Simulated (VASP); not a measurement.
Crystal: CdGeAs2.

```
Cd As Ge
1.0
    -2.98887    2.98887    5.66430
     2.98887   -2.98887    5.66430
     2.98887    2.98887   -5.66430
Cd As Ge
2 4 2
Cartesian
  0.0000 0.0000 5.6643
  2.9889 0.0000 2.8321
  1.4944 1.3224 -1.4161
  1.6665 -1.4944 7.0804
  1.4944 1.6665 4.2482
  1.3224 4.4833 1.4161
  0.0000 2.9889 2.8321
  0.0000 0.0000 0.0000
```

Base run:

| Item | Value |
| --- | --- |
| Program | VASP 6.6.1 |
| Functional | LDA |
| Potentials or basis | VASP PAW LDA potentials, release 64 (Cd, As, Ge_d) |
| Cutoff | 520 eV |
| k mesh | 6 × 6 × 6 |
| Occupations | fermi-dirac, width 0.05 eV |
| Spin | no spin polarisation |

Its results: band gap on the k mesh 0.19 eV (least direct gap 0.22 eV); pressure -2.3 GPa; largest force 0.211 eV/Å.

Q: The run is repeated on the same cell with these changes: functional from LDA to PBE; potentials or basis from VASP PAW LDA potentials, release 64 (Cd, As, Ge_d) to VASP PAW PBE potentials, release 64 (Cd, As, Ge_d). What comes out?

A: Band gap on the k mesh 0.19 eV (least direct gap 0.21 eV); pressure 2.4 GPa; largest force 0.134 eV/Å.

Caveats: semilocal functionals underestimate gaps, and a narrow one can read as zero.

A k mesh can miss the band edges.
